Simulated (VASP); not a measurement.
# W (P-1) in VASP: relaxation of cell and atoms with PBE

Aim: the relaxation of cell and atoms of W with PBE.

Program: VASP 6.6.1. These are calculated values, not measurements. Logs are shortened: lines on timing, memory, paths and dates and some standing lists are left out, and cuts for length are marked.

**1. The cell of the first run**

The typed cell holds 2 atoms: a = 3.184 Å, b = 3.184 Å, c = 3.184 Å, α = 90.00°, β = 90.00°, γ = 90.00°.

**2. Relaxation of cell and atoms, PBE**

The input, INCAR:

```
SYSTEM = W
PREC = Accurate
ENCUT = 600
EDIFF = 1E-6
ISMEAR = 0
SIGMA = 0.15
LREAL = .FALSE.
LASPH = .TRUE.
NELM = 80
ALGO = Fast
ISIF = 3
LWAVE = .FALSE.
LCHARG = .FALSE.
GGA = PE
IBRION = 2
NSW = 100
EDIFFG = -0.01
```

The input, KPOINTS:

```
Automatic mesh
0
G
  10 10 10
  0 0 0
```

The input, POSCAR:

```
W
1.0
    0.0000000000     -3.1835586448      0.0000000000
   -3.1835586448      0.0000000000      0.0000000000
    0.0000000000      0.0000000000     -3.1835586448
W
2
Direct
    0.4697606707      0.6319098296      0.5218912903
    0.0302393293     -0.1319098296     -0.0218912903
```

Potentials or basis: VASP PAW PBE potentials, release 64 (W_sv).

Started as:

```bash
$ cat potpaw_PBE.64/W_sv/POTCAR > POTCAR
$ mpirun -np 1 vasp_std > vasp.out
```

OUTCAR:

```text
SYSTEM = W
   PREC = Accurate
   ENCUT = 600
   EDIFF = 1E-6
   ISMEAR = 0
   LREAL = .FALSE.
   LASPH = .TRUE.
   NELM = 80
   ISIF = 3
   GGA = PE
   IBRION = 2
   NSW = 100
   EDIFFG = -0.01

 ion  position               nearest neighbor table
   1  0.470  0.632  0.522-   2 2.15   2 2.35   2 2.42   2 2.60   2 3.16   2 3.30   2 3.35   2 3.48

   2  0.030  0.868  0.978-   1 2.15   1 2.35   1 2.42   1 2.60   1 3.16   1 3.30   1 3.35   1 3.48

  LATTYP: Found a simple cubic cell.
 ALAT       =     3.1835586448

  Lattice vectors:

 A1 = (   0.0000000000,  -3.1835586448,   0.0000000000)
 A2 = (  -3.1835586448,   0.0000000000,   0.0000000000)
 A3 = (   0.0000000000,   0.0000000000,  -3.1835586448)

Analysis of symmetry for initial positions (statically):
=====================================================================
 Subroutine PRICEL returns:
 Original cell was already a primitive cell.

 Routine SETGRP: Setting up the symmetry group for a
 simple cubic supercell.

 Subroutine GETGRP returns: Found  2 space group operations
 (whereof  1 operations were pure point group operations)
 out of a pool of 48 trial point group operations.

The static configuration has the point symmetry C_1 .
 The point group associated with its full space group is S_2 .

Analysis of symmetry for dynamics (positions and initial velocities):
=====================================================================
 Subroutine PRICEL returns:
 Original cell was already a primitive cell.

 Routine SETGRP: Setting up the symmetry group for a
 simple cubic supercell.

 Subroutine GETGRP returns: Found  2 space group operations
 (whereof  1 operations were pure point group operations)
 out of a pool of 48 trial point group operations.

The dynamic configuration has the point symmetry C_1 .
 The point group associated with its full space group is S_2 .

 Subroutine INISYM returns: Found  2 space group operations
 (whereof  1 operations are pure point group operations),
 and found     1 'primitive' translations

----------------------------------------------------------------------------------------

                                     Primitive cell

  volume of cell :      32.2655

  direct lattice vectors                    reciprocal lattice vectors
     0.000000000 -3.183558645  0.000000000     0.000000000 -0.314113893  0.000000000
    -3.183558645  0.000000000  0.000000000    -0.314113893  0.000000000  0.000000000
     0.000000000  0.000000000 -3.183558645     0.000000000  0.000000000 -0.314113893

  length of vectors
     3.183558645  3.183558645  3.183558645     0.314113893  0.314113893  0.314113893

  position of ions in fractional coordinates (direct lattice)
     0.469760671  0.631909830  0.521891290
     0.030239329  0.868090170  0.978108710

  ion indices of the primitive-cell ions
   primitive index   ion index
                 1           1
                 2           2

----------------------------------------------------------------------------------------

 KPOINTS: Automatic mesh

Automatic generation of k-mesh.
 Grid dimensions read from file:
 generate k-points for:   10   10   10

 Generating k-lattice:

  Cartesian coordinates                     Fractional coordinates (reciprocal lattice)
     0.000000000 -0.031411389  0.000000000     0.100000000  0.000000000  0.000000000
    -0.031411389  0.000000000  0.000000000     0.000000000  0.100000000  0.000000000
     0.000000000  0.000000000 -0.031411389     0.000000000  0.000000000  0.100000000

  Length of vectors
     0.031411389  0.031411389  0.031411389

  Shift w.r.t. Gamma in fractional coordinates (k-lattice)
     0.000000000  0.000000000  0.000000000

 Subroutine IBZKPT returns following result:
 ===========================================

 Found    504 irreducible k-points:

 Following reciprocal coordinates:
            Coordinates               Weight
  0.000000  0.000000  0.000000      1.000000
  0.100000  0.000000  0.000000      2.000000
  0.000000  0.100000  0.000000      2.000000
  0.000000  0.000000  0.100000      2.000000
  0.200000  0.000000  0.000000      2.000000
  0.000000  0.200000  0.000000      2.000000
[... 16 lines left out ...]
  0.200000  0.100000  0.000000      2.000000
  0.000000  0.200000  0.100000      2.000000
 [... further k-points ...]
   k-points           NKPTS =    504   k-points in BZ     NKDIM =    504   number of bands    NBANDS=     18
   number of dos      NEDOS =    301   number of ions     NIONS =      2
   total plane-waves  NPLWV =  21952
   dimension x,y,z NGX =    28 NGY =   28 NGZ =   28
   dimension x,y,z NGXF=    56 NGYF=   56 NGZF=   56
   ions per type =               2
   NGX,Y,Z   is equivalent  to a cutoff of  14.62, 14.62, 14.62 a.u.
   NGXF,Y,Z  is equivalent  to a cutoff of  29.24, 29.24, 29.24 a.u.
 SYSTEM =  W
   PREC   = accura    normal or accurate (medium, high low for compatibility)
   ISTART =      0    job   : 0-new  1-cont  2-samecut
   ICHARG =      2    charge: 1-file 2-atom 10-const
   ISPIN  =      1    spin polarized calculation?
   LNONCOLLINEAR =      F non collinear calculations
   LSORBIT =      F    spin-orbit coupling
   LASPH  =      T    aspherical Exc in radial PAW
   ENCUT  =  600.0 eV  44.10 Ry    6.64 a.u.   6.36  6.36  6.36*2*pi/ulx,y,z
   NELM   =     80;   NELMIN=  2; NELMDL= -5     # of ELM steps
   EDIFF  = 0.1E-05   stopping-criterion for ELM
   LREAL  =      F    real-space projection
   EDIFFG = -.1E-01   stopping-criterion for IOM
   NSW    =    100    number of steps for IOM
   IBRION =      2    ionic relax: 0-MD 1-quasi-New 2-CG
   NFREE  =      1    steps in history (QN), initial steepest desc. (CG)
   ISIF   =      3    stress and relaxation
   ISYM   =      2    0-nonsym 1-usesym 2-fastsym
   POTIM  = 0.5000    time-step for ionic-motion
   TEBEG  =    0.0;   TEEND  =   0.0 temperature during run
   PSTRESS=    0.0 pullay stress
   NELECT =      28.0000    total number of electrons
   NUPDOWN=      -1.0000    fix difference up-down
   EMIN   =  10.00;   EMAX   =-10.00  energy-range for DOS
   EFERMI =   0.00;   METHOD = LEGACY
   ISMEAR =     0;   SIGMA  =   0.15  broadening in eV -4-tet -1-fermi 0-gaus
   EFERMI_NEDOS =   21; number of points for ismear=-14 and -15
   IALGO  =     68    algorithm
   IMIX   =      4    mixing-type and parameters
     AMIX     =   0.40;   BMIX     =  1.00
     AMIX_MAG =   1.60;   BMIX_MAG =  1.00
  volume/ion in A,a.u.               =      16.13       108.87
  Fermi-wavevector in a.u.,A,eV,Ry     =   1.561522  2.950848 33.175760  2.438350
  Thomas-Fermi vector in A             =   2.664575
   LORBIT       =      0    0 simple, 1 ext, 2 COOP (PROOUT), +10 PAW based schemes
   GGA     = PE    functional components
   LHFCALC =     F    Hartree Fock is set to
   AEXX    =    0.0000 exact exchange contribution
   IVDW    =     0    specifies the selected vdW correction
   LEPSILON=     F    determine dielectric tensor
   LRPA    =     F    only Hartree local field effects (RPA)
 conjugate gradient relaxation of ions
 non-spin polarized calculation
 RMM-DIIS sequential band-by-band and
 Gauss-broadening in eV      SIGMA  =   0.15
  energy-cutoff  :      600.00
  volume of cell :       32.27
 maximum number of plane-waves:      1108
 NGX is ok and might be reduce to    28
   NGX = 13   NGY = 13   NGZ = 13

--------------------------------------- Ionic step        1  -------------------------------------------

 number of electron      28.0000002 magnetization

 Free energy of the ion-electron system (eV)
  ---------------------------------------------------
  ext. energy  EPLUGINS =         0.00000000
  ---------------------------------------------------
  free energy    TOTEN  =       -21.76390743 eV

  energy without entropy =      -21.75272058  energy(sigma->0) =      -21.75831400

------------------------ aborting loop because EDIFF is reached ----------------------------------------

  FORCE on cell =-STRESS in cart. coord.  units (eV):
  Direction    XX          YY          ZZ          XY          YZ          ZX
  --------------------------------------------------------------------------------------
  -------------------------------------------------------------------------------------
  Total        2.3167990     18.0667289     18.7370458     -4.6106204     -3.3760379      3.6400997
  in kB      115.0430455    897.1220843    930.4073597   -228.9451154   -167.6406468    180.7529085
  external PRESSURE =     647.5241632 kB  Pullay stress =       0.0000000 kB
[... 1616 lines left out ...]
      4     -28.5421      2.00000
      5     -28.2568      2.00000
      6     -27.9833      2.00000
[... 10 lines left out ...]
     17      11.7240      0.00000
     18      12.5092      0.00000

 [... further k-points ...]

[... ionic steps 4 to 21 ...]

--------------------------------------- Ionic step       22  -------------------------------------------

 number of electron      27.9999997 magnetization

------------------------ aborting loop because EDIFF is reached ----------------------------------------

  FORCE on cell =-STRESS in cart. coord.  units (eV):
  Direction    XX          YY          ZZ          XY          YZ          ZX
  --------------------------------------------------------------------------------------
  -------------------------------------------------------------------------------------
  Total        0.0260733      0.0549877      0.0547740      0.0026904      0.0008783     -0.0026322
  in kB        1.2928489      2.7265754      2.7159796      0.1334044      0.0435491     -0.1305174
  external PRESSURE =       2.2451347 kB  Pullay stress =       0.0000000 kB
[... 57 lines left out ...]
  energy  without entropy=      -25.9113053232  energy(sigma->0) =      -25.91523824

--------------------------------------- Ionic step       24  -------------------------------------------

 number of electron      27.9999997 magnetization

 Free energy of the ion-electron system (eV)
  ---------------------------------------------------
  ext. energy  EPLUGINS =         0.00000000
  ---------------------------------------------------
  free energy    TOTEN  =       -25.91919941 eV

  energy without entropy =      -25.91133671  energy(sigma->0) =      -25.91526806

 E-fermi :  11.1583     XC(G=0): -13.5308

 val. band max:       11.0220500384   @ k =  -0.1000   0.5000   0.0000
 cond. band min:      11.2002524463   @ k =   0.5000  -0.1000   0.1000
 fundamental gap:      0.1782024079
 Fermi energy:        11.1582861660

 k-point     1 :       0.0000    0.0000    0.0000
  band No.  band energies     occupation
      1     -63.0532      2.00000
      2     -62.8385      2.00000
      3     -27.4904      2.00000
      4     -27.4900      2.00000
      5     -27.4899      2.00000
      6     -26.6428      2.00000
[... 524 lines left out ...]
  FREE ENERGIE OF THE ION-ELECTRON SYSTEM (eV)
  ---------------------------------------------------
  free  energy   TOTEN  =       -25.9191994097 eV

  energy  without entropy=      -25.9113367071  energy(sigma->0) =      -25.91526806

 reached required accuracy - stopping structural energy minimisation
```

Run time: 74 min. Hardware: 1 thread of Intel Xeon Platinum 8488C (Sapphire Rapids), shared host; peak memory 0.47 GiB.

What came out:

| Item | Value |
| --- | --- |
| Free energy | -25.9192 eV |
| Relaxed volume | 16.17 Å³/atom |
| Relaxed cell | a = 3.186 Å, b = 3.186 Å, c = 3.186 Å, α = 90.00°, β = 90.00°, γ = 90.00° |
| Space group after relaxing (to 0.1 Å) | Im-3m (No. 229) |
| Pressure after relaxing | 0.0 GPa |
| Band gap on the k mesh | zero (bands 14 and 15 overlap by 1.14 eV) |

Final structure:
```cif
data_structure
_symmetry_space_group_name_H-M 'P 1'
_symmetry_Int_Tables_number 1
_cell_length_a 3.1856
_cell_length_b 3.1858
_cell_length_c 3.1856
_cell_angle_alpha 90.004
_cell_angle_beta 89.997
_cell_angle_gamma 89.996
_cell_volume 32.33
loop_
_atom_site_label
_atom_site_type_symbol
_atom_site_fract_x
_atom_site_fract_y
_atom_site_fract_z
_atom_site_occupancy
W1 W 0.49999 0.50002 0.50001 1
W2 W 0.00001 0.99998 0.99999 1
```

Caveat: spin-orbit coupling is left out, which moves the levels of the heavy elements.
